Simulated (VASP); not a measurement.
Wanted: the native input for a VASP 6.6.1 run.

- Task: single point
- Functional: PBE0
- Potentials or basis: VASP PAW PBE potentials, release 64 (Ga_d, B)
- Cutoff: 520 eV
- k mesh: 4 × 4 × 4
- Occupations: fermi-dirac, width 0.05 eV
- Spin: non-collinear spin, zero start, spin-orbit coupling
- Starting moments: [[0.0, 0.0, 0.0], [0.0, 0.0, 0.0]] μB
- Dipole correction: no
- Grid for exact exchange (PRECFOCK): Normal
- Further INCAR settings: ALGO = Normal; EDIFF = 1e-07; NBANDS = 28
- Share of exact exchange: 0.25

Crystal: GaB.

```
Ga B
1.0
     2.71824    0.00000    0.00000
     0.00000    2.71824    0.00000
     0.00000    0.00000    3.23621
Ga B
1 1
Direct
  0.50000 0.50000 0.50000
  0.00000 0.00000 0.00000
```

One way to write it, as run:

POSCAR

```
GaB
1.0
    2.7182400000      0.0000000000      0.0000000000
    0.0000000000      2.7182400000      0.0000000000
    0.0000000000      0.0000000000      3.2362100000
Ga B
1 1
Direct
    0.5000000000      0.5000000000      0.5000000000
    0.0000000000      0.0000000000      0.0000000000
```

INCAR.step1

```
PREC = Accurate
ENCUT = 520
EDIFF = 1E-5
ISMEAR = -1
SIGMA = 0.05
LREAL = False
LASPH = True
NELM = 150
ALGO = Normal
ISIF = 2
LWAVE = True
LCHARG = False
MAGMOM = 0 0 0 0 0 0
LORBIT = 11
LSORBIT = True
GGA_COMPAT = False
LORBMOM = True
NBANDS = 28
GGA = PE
```

INCAR.step2

```
PREC = Accurate
ENCUT = 520
EDIFF = 1E-7
ISMEAR = -1
SIGMA = 0.05
LREAL = False
LASPH = True
NELM = 150
ALGO = Normal
ISIF = 2
LWAVE = False
LCHARG = False
MAGMOM = 0 0 0 0 0 0
LORBIT = 11
LSORBIT = True
GGA_COMPAT = False
LORBMOM = True
GGA = PE
LHFCALC = True
AEXX = 0.25
PRECFOCK = Normal
NBANDS = 28
ISTART = 1
```

KPOINTS

```
Automatic mesh
0
Gamma
  4 4 4
```

Potentials or basis: VASP PAW PBE potentials, release 64 (Ga_d, B).

Command:

```sh
$ cat potpaw_PBE.64/Ga_d/POTCAR potpaw_PBE.64/B/POTCAR > POTCAR
$ cp INCAR.step1 INCAR
$ mpirun -np 1 vasp_ncl > vasp.out
$ cp INCAR.step2 INCAR
$ mpirun -np 1 vasp_ncl > vasp.out
```

Results of the run:

```yaml
Pressure: -1.9 GPa
Net_moment: 0.00 μB per cell
Valence_electrons_inside_the_program's_atomic_spheres: Ga 11.60; B 1.55
```

Caveat: the k points lie up to 0.58 Å⁻¹ apart; the PAW data sets were made with another functional, which shifts forces and pressure a little.

Wall time 16 min on 1 thread of Intel(R) Xeon(R) 6975P-C (Granite Rapids), with other jobs on the host, peak memory 0.2 GiB.
